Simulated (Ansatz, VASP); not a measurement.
# Nb: VASP beside Ansatz

```
Nb
1.0
     2.81151    0.00000    0.00000
    -1.40576    2.43484    0.00000
     0.00000    0.00000    5.16052
Nb
2
Direct
  0.33333 0.66667 0.25000
  0.66667 0.33333 0.75000
```

Alike in both runs: functional LDA; k mesh 12 × 12 × 7; occupations fermi-dirac, width 0.1 eV; no spin polarisation.

Ansatz relaxed the structure, and its values are those at the end. VASP's run is a single point on that final structure, the one shown.

```csv
,VASP,Ansatz
version,VASP 6.6.1,Ansatz 0.2.0
potentials or method,"VASP PAW LDA potentials, release 64 (Nb_sv), cutoff 520 eV","plane waves (420 eV) with PAW, scalar-relativistic"
valence electrons in the cell,26,26
```

|  | VASP | Ansatz | Ansatz less VASP |
| --- | --- | --- | --- |
| pressure (GPa) | -0.1 | 0.0 | +0.11 |

Ansatz warns that its potentials were made for another functional, while VASP's fit it. LDA's correlation is that of Perdew and Zunger in VASP and of Perdew and Wang (1992) in Ansatz.
